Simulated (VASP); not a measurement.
# Mg2IN (R-3m) in VASP: single point with PBE

Aim: the single point of Mg2IN with PBE.

Program: VASP 6.6.1. These are calculated values, not measurements. Logs are shortened: lines on timing, memory, paths and dates and some standing lists are left out, and cuts for length are marked.

## 1. The cell of the first run

The structure is trigonal, space group R-3m (No. 166). The conventional cell has a = 3.500 Å, b = 3.500 Å, c = 18.975 Å, α = 90.00°, β = 90.00°, γ = 120.00°. Mg (site symmetry 3m) has 3 N at 2.28 Å and 3 I at 2.91 Å and 3 Mg at 2.94 Å within 3.0 Å. Within 3.0 Å of N (site symmetry -3m) lie 6 Mg at 2.28 Å. I (site symmetry -3m) has 6 Mg at 2.91 Å and 6 I at 3.50 Å and 6 N at 3.75 Å within 3.8 Å.

## 2. Single point, PBE (Cl replaced by I, lengths x 1.049, strained)

File INCAR:

```
SYSTEM = Mg2IN
PREC     = Accurate       ! precision mode
ENCUT    = 520            ! plane-wave cutoff, eV
EDIFF    = 1E-7           ! SCF threshold, eV
ISMEAR   = 0              ! smearing method
SIGMA    = 0.1            ! smearing width, eV
LREAL    = .FALSE.        ! projectors in reciprocal space
LASPH    = .TRUE.         ! aspherical terms in the spheres
NELM     = 100            ! most SCF steps
ALGO     = Normal         ! electronic algorithm
ISIF     = 2              ! what is computed and relaxed
LWAVE    = .FALSE.        ! write WAVECAR
LCHARG   = .FALSE.        ! write CHGCAR
GGA      = PE             ! functional
NBANDS   = 16             ! bands
```

File KPOINTS:

```
regular mesh
0
G
  6 6 6
  0 0 0
```

File POSCAR:

```
Mg2IN
1.0
    1.7497914180      1.0102425462      6.3251452974
   -1.7497914180      1.0102425462      6.3251452974
    0.0000000000     -2.0204850925      6.3251452974
Mg N I
2 1 1
Direct
    0.2228150000      0.2228150000      0.2228150000
    0.7771850000      0.7771850000      0.7771850000
    0.5000000000      0.5000000000      0.5000000000
    0.0000000000      0.0000000000      0.0000000000
```

Potentials or basis: VASP PAW PBE potentials, release 64 (Mg, N, I).

Command:

```sh
> cat potpaw_PBE.64/Mg/POTCAR potpaw_PBE.64/N/POTCAR potpaw_PBE.64/I/POTCAR > POTCAR
> mpirun -np 1 vasp_std > vasp.out
```

OUTCAR:

```text
SYSTEM = Mg2IN
   PREC = Accurate
   ENCUT = 520
   EDIFF = 1E-7
   ISMEAR = 0
   LREAL = .FALSE.
   LASPH = .TRUE.
   NELM = 100
   ISIF = 2
   GGA = PE

 ion  position               nearest neighbor table
   1  0.223  0.223  0.223-   3 2.28   3 2.28   3 2.28   4 2.91   4 2.91   4 2.91   2 2.94   2 2.94
                             2 2.94
   2  0.777  0.777  0.777-   3 2.28   3 2.28   3 2.28   4 2.91   4 2.91   4 2.91   1 2.94   1 2.94
                             1 2.94
   3  0.500  0.500  0.500-   1 2.28   1 2.28   2 2.28   2 2.28   1 2.28   2 2.28
   4  0.000  0.000  0.000-   2 2.91   2 2.91   1 2.91   1 2.91   2 2.91   1 2.91

  LATTYP: Found a trigonal (rhomboedric) cell.
 ALAT       =     6.6400167953
 COS(alpha) =     0.8611121662

  Lattice vectors:

 A1 = (   1.7497914180,   1.0102425462,   6.3251452974)
 A2 = (  -1.7497914180,   1.0102425462,   6.3251452974)
 A3 = (   0.0000000000,  -2.0204850925,   6.3251452974)

Analysis of symmetry for initial positions (statically):
=====================================================================
 Subroutine PRICEL returns:
 Original cell was already a primitive cell.

 Routine SETGRP: Setting up the symmetry group for a
 trigonal (rhombohedral) supercell.

 Subroutine GETGRP returns: Found 12 space group operations
 (whereof 12 operations were pure point group operations)
 out of a pool of 12 trial point group operations.

The static configuration has the point symmetry D_3d.

Analysis of symmetry for dynamics (positions and initial velocities):
=====================================================================
 Subroutine PRICEL returns:
 Original cell was already a primitive cell.

 Routine SETGRP: Setting up the symmetry group for a
 trigonal (rhombohedral) supercell.

 Subroutine GETGRP returns: Found 12 space group operations
 (whereof 12 operations were pure point group operations)
 out of a pool of 12 trial point group operations.

The dynamic configuration has the point symmetry D_3d.

 Subroutine INISYM returns: Found 12 space group operations
 (whereof 12 operations are pure point group operations),
 and found     1 'primitive' translations

----------------------------------------------------------------------------------------

                                     Primitive cell

  volume of cell :      67.0863

  direct lattice vectors                    reciprocal lattice vectors
     1.749791418  1.010242546  6.325145297     0.285748344  0.164976883  0.052699712
    -1.749791418  1.010242546  6.325145297    -0.285748344  0.164976883  0.052699712
     0.000000000 -2.020485092  6.325145297     0.000000000 -0.329953767  0.052699712

  length of vectors
     6.640016795  6.640016795  6.640016795     0.334135822  0.334135822  0.334135822

  position of ions in fractional coordinates (direct lattice)
     0.222815000  0.222815000  0.222815000
     0.777185000  0.777185000  0.777185000
     0.500000000  0.500000000  0.500000000
     0.000000000  0.000000000  0.000000000

  ion indices of the primitive-cell ions
   primitive index   ion index
                 1           1
                 2           2
                 3           3
                 4           4

----------------------------------------------------------------------------------------

 KPOINTS: regular mesh

Automatic generation of k-mesh.
 Grid dimensions read from file:
 generate k-points for:    6    6    6

 Generating k-lattice:

  Cartesian coordinates                     Fractional coordinates (reciprocal lattice)
     0.047624724  0.027496147  0.008783285     0.166666667 -0.000000000 -0.000000000
    -0.047624724  0.027496147  0.008783285    -0.000000000  0.166666667 -0.000000000
     0.000000000 -0.054992294  0.008783285    -0.000000000 -0.000000000  0.166666667

  Length of vectors
     0.055689304  0.055689304  0.055689304

  Shift w.r.t. Gamma in fractional coordinates (k-lattice)
     0.000000000  0.000000000  0.000000000

 Subroutine IBZKPT returns following result:
 ===========================================

 Found     32 irreducible k-points:

 Following reciprocal coordinates:
            Coordinates               Weight
  0.000000  0.000000  0.000000      1.000000
  0.166667  0.000000  0.000000      6.000000
  0.333333 -0.000000  0.000000      6.000000
  0.500000 -0.000000  0.000000      3.000000
  0.166667  0.166667  0.000000      6.000000
  0.333333  0.166667  0.000000     12.000000
[... 16 lines left out ...]
  0.500000  0.500000  0.166667      6.000000
 -0.333333  0.500000  0.166667     12.000000
 [... further k-points ...]
   k-points           NKPTS =     32   k-points in BZ     NKDIM =     32   number of bands    NBANDS=     16
   number of dos      NEDOS =    301   number of ions     NIONS =      4
   total plane-waves  NPLWV = 125000
   dimension x,y,z NGX =    50 NGY =   50 NGZ =   50
   dimension x,y,z NGXF=   100 NGYF=  100 NGZF=  100
   ions per type =               2   1   1
   NGX,Y,Z   is equivalent  to a cutoff of  12.52, 12.52, 12.52 a.u.
   NGXF,Y,Z  is equivalent  to a cutoff of  25.04, 25.04, 25.04 a.u.
 SYSTEM =  Mg2IN
   PREC   = accura    normal or accurate (medium, high low for compatibility)
   ISTART =      0    job   : 0-new  1-cont  2-samecut
   ICHARG =      2    charge: 1-file 2-atom 10-const
   ISPIN  =      1    spin polarized calculation?
   LNONCOLLINEAR =      F non collinear calculations
   LSORBIT =      F    spin-orbit coupling
   LASPH  =      T    aspherical Exc in radial PAW
   ENCUT  =  520.0 eV  38.22 Ry    6.18 a.u.  12.35 12.35 12.35*2*pi/ulx,y,z
   NELM   =    100;   NELMIN=  2; NELMDL= -5     # of ELM steps
   EDIFF  = 0.1E-06   stopping-criterion for ELM
   LREAL  =      F    real-space projection
   EDIFFG = 0.1E-05   stopping-criterion for IOM
   NSW    =      0    number of steps for IOM
   IBRION =     -1    ionic relax: 0-MD 1-quasi-New 2-CG
   NFREE  =      0    steps in history (QN), initial steepest desc. (CG)
   ISIF   =      2    stress and relaxation
   ISYM   =      2    0-nonsym 1-usesym 2-fastsym
   POTIM  = 0.5000    time-step for ionic-motion
   TEBEG  =    0.0;   TEEND  =   0.0 temperature during run
   PSTRESS=    0.0 pullay stress
   NELECT =      16.0000    total number of electrons
   NUPDOWN=      -1.0000    fix difference up-down
   EMIN   =  10.00;   EMAX   =-10.00  energy-range for DOS
   EFERMI =   0.00;   METHOD = LEGACY
   ISMEAR =     0;   SIGMA  =   0.10  broadening in eV -4-tet -1-fermi 0-gaus
   EFERMI_NEDOS =   21; number of points for ismear=-14 and -15
   IALGO  =     38    algorithm
   IMIX   =      4    mixing-type and parameters
     AMIX     =   0.40;   BMIX     =  1.00
     AMIX_MAG =   1.60;   BMIX_MAG =  1.00
  volume/ion in A,a.u.               =      16.77       113.18
  Fermi-wavevector in a.u.,A,eV,Ry     =   1.015244  1.918532 14.023791  1.030720
  Thomas-Fermi vector in A             =   2.148518
   LORBIT       =      0    0 simple, 1 ext, 2 COOP (PROOUT), +10 PAW based schemes
   GGA     = PE    functional components
   LHFCALC =     F    Hartree Fock is set to
   AEXX    =    0.0000 exact exchange contribution
   IVDW    =     0    specifies the selected vdW correction
   LEPSILON=     F    determine dielectric tensor
   LRPA    =     F    only Hartree local field effects (RPA)
 non-spin polarized calculation
 Gauss-broadening in eV      SIGMA  =   0.10
  energy-cutoff  :      520.00
  volume of cell :       67.09
 maximum number of plane-waves:      1836
 NGX is ok and might be reduce to    50
   NGX = 25   NGY = 25   NGZ = 25

 number of electron      16.0000001 magnetization

 Free energy of the ion-electron system (eV)
  ---------------------------------------------------
  ext. energy  EPLUGINS =         0.00000000
  ---------------------------------------------------
  free energy    TOTEN  =       -15.12790768 eV

  energy without entropy =      -15.12790768  energy(sigma->0) =      -15.12790768

 E-fermi :   6.0506     XC(G=0): -10.0119

 val. band max:        5.5882146431   @ k =   0.0000   0.0000   0.0000
 cond. band min:       6.9513690984   @ k =   0.5000   0.5000   0.0000
 fundamental gap:      1.3631544553
 Fermi energy:         6.0506045479

 k-point     1 :       0.0000    0.0000    0.0000
  band No.  band energies     occupation
      1      -9.2665      2.00000
      2      -6.7377      2.00000
      3      -0.7749      2.00000
      4       5.0691      2.00000
      5       5.0691      2.00000
      6       5.1228      2.00000
[... 8 lines left out ...]
     15      14.4289      0.00000
     16      14.4289      0.00000

 k-point     2 :       0.1667    0.0000    0.0000
  band No.  band energies     occupation
      1      -8.9472      2.00000
      2      -6.5890      2.00000
      3      -0.3834      2.00000
      4       3.1526      2.00000
      5       4.1520      2.00000
      6       4.6430      2.00000
[... 8 lines left out ...]
     15      14.4114      0.00000
     16      14.6080      0.00000

 k-point     3 :       0.3333   -0.0000    0.0000
  band No.  band energies     occupation
      1      -8.1440      2.00000
      2      -6.2749      2.00000
      3       0.3558      2.00000
      4       0.6944      2.00000
      5       2.6029      2.00000
      6       3.8964      2.00000
[... 8 lines left out ...]
     15      14.5770      0.00000
     16      15.8946      0.00000

 k-point     4 :       0.5000   -0.0000    0.0000
  band No.  band energies     occupation
      1      -7.5865      2.00000
      2      -6.1288      2.00000
      3      -0.8575      2.00000
      4       1.5510      2.00000
      5       1.9349      2.00000
      6       3.5773      2.00000
[... 8 lines left out ...]
     15      13.7336      0.00000
     16      16.4123      0.00000
[... 324 lines left out ...]
 k-point    22 :      -0.1667    0.3333    0.1667
  band No.  band energies     occupation
      1      -7.6269      2.00000
      2      -6.0966      2.00000
      3      -0.3443      2.00000
      4       1.0972      2.00000
      5       2.1508      2.00000
      6       2.6609      2.00000
[... 8 lines left out ...]
     15      14.6035      0.00000
     16      15.9183      0.00000

 k-point    23 :       0.5000    0.5000    0.1667
  band No.  band energies     occupation
      1      -8.1114      2.00000
      2      -6.3357      2.00000
      3       0.2258      2.00000
      4       0.6488      2.00000
      5       3.3537      2.00000
      6       3.8011      2.00000
[... 8 lines left out ...]
     15      15.3017      0.00000
     16      16.0286      0.00000

 k-point    24 :      -0.3333    0.5000    0.1667
  band No.  band energies     occupation
      1      -7.6090      2.00000
      2      -6.1219      2.00000
      3      -0.4268      2.00000
      4       0.9090      2.00000
      5       2.1907      2.00000
      6       3.3608      2.00000
[... 8 lines left out ...]
     15      15.2497      0.00000
     16      16.7006      0.00000

 [... further k-points ...]

------------------------ aborting loop because EDIFF is reached ----------------------------------------

  FORCE on cell =-STRESS in cart. coord.  units (eV):
  Direction    XX          YY          ZZ          XY          YZ          ZX
  --------------------------------------------------------------------------------------
  -------------------------------------------------------------------------------------
  Total        1.1518106      1.1518106      1.8153318     -0.0000000     -0.0000000      0.0000000
  in kB       27.5079334     27.5079334     43.3543731     -0.0000000     -0.0000000      0.0000000
  external PRESSURE =      32.7900800 kB  Pullay stress =       0.0000000 kB

 VOLUME and BASIS-vectors are now :
 -----------------------------------------------------------------------------
  energy-cutoff  :      520.00
  volume of cell :       67.09
      direct lattice vectors                 reciprocal lattice vectors
     1.749791418  1.010242546  6.325145297     0.285748344  0.164976883  0.052699712
    -1.749791418  1.010242546  6.325145297    -0.285748344  0.164976883  0.052699712
     0.000000000 -2.020485092  6.325145297     0.000000000 -0.329953767  0.052699712

 POSITION                                       TOTAL-FORCE (eV/Angst)
 -----------------------------------------------------------------------------------
      0.00000     -0.00000      4.22801        -0.000000      0.000000     -1.653492
      0.00000     -0.00000     14.74742        -0.000000     -0.000000      1.653492
      0.00000     -0.00000      9.48772         0.000000      0.000000      0.000000
      0.00000      0.00000      0.00000        -0.000000      0.000000      0.000000
 -----------------------------------------------------------------------------------
    total drift:                                0.000000     -0.000000      0.000000

  FREE ENERGIE OF THE ION-ELECTRON SYSTEM (eV)
  ---------------------------------------------------
  free  energy   TOTEN  =       -15.1279076812 eV

  energy  without entropy=      -15.1279076812  energy(sigma->0) =      -15.12790768
```

It took 78 s on 1 thread of Intel Xeon Platinum 8488C (Sapphire Rapids), shared host; peak memory 0.34 GiB.

Results:

| Property | Result |
| --- | --- |
| Free energy | -15.1279 eV |
| Pressure | 3.3 GPa |
| Largest force | 1.653 eV/Å |
| Band gap on the k mesh | 1.36 eV (least direct gap 1.62 eV) |

Forces on the atoms (eV/Å):
```
Mg   0.000  0.000 -1.653
Mg   0.000  0.000  1.653
N    0.000  0.000  0.000
I    0.000  0.000  0.000
```

Levels at points of the mesh, in eV from the valence-band top:
```tsv
k point	band 4	band 5	band 6	band 7	band 8	band 9	band 10	band 11	band 12	band 13
(0.00, 0.00, 0.00)	-0.52	-0.52	-0.47	0.00	0.00	1.62	5.28	7.32	7.35	7.35
(0.50, 0.00, 0.00)	-4.04	-3.65	-2.01	-1.62	-0.85	2.56	4.66	5.11	6.30	6.76
(0.50, 0.50, 0.00)	-4.86	-2.42	-2.11	-0.67	-0.64	1.36	3.50	3.79	7.04	7.74
(0.50, 0.50, 0.50)	-2.38	-0.39	-0.39	-0.16	-0.16	3.74	5.37	5.52	7.53	7.53
```

Caveat: the cell differs from its parent crystal (Cl replaced by I, lengths x 1.049, strained); the cell stands under pressure; spin-orbit coupling is left out, which moves the levels of the heavy elements; forces of over 1 eV/Å act on the atoms, so gaps and moduli don't describe the material at rest. A k mesh can miss the band edges.
